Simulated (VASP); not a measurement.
The system is Cd.

```
Cd
1.0
     3.01807    0.00000    0.00000
    -1.50904    2.61373    0.00000
     0.00000    0.00000    5.69157
Cd
2
Cartesian
  1.5090 0.8712 4.2687
  0.0000 1.7425 1.4229
```

Program: VASP 6.6.1. Alike in all runs: task single point; no spin polarisation; cell as given; k mesh 10 × 10 × 5; cutoff (eV) 520; smearing fermi-dirac 0.05 eV.

Q: Order these runs on this cell by their pressure, lowest first.
A. level PBEsol; potentials or basis VASP PAW PBE potentials, release 64 (Cd)
B. level LDA; potentials or basis VASP PAW LDA potentials, release 64 (Cd)
C. level PBE; potentials or basis VASP PAW PBE potentials, release 64 (Cd)

A: B (-5.7 GPa), A (-3.1 GPa), C (1.0 GPa).

Caveats: the PAW data sets were made with another functional, which shifts forces and pressure a little (some runs).
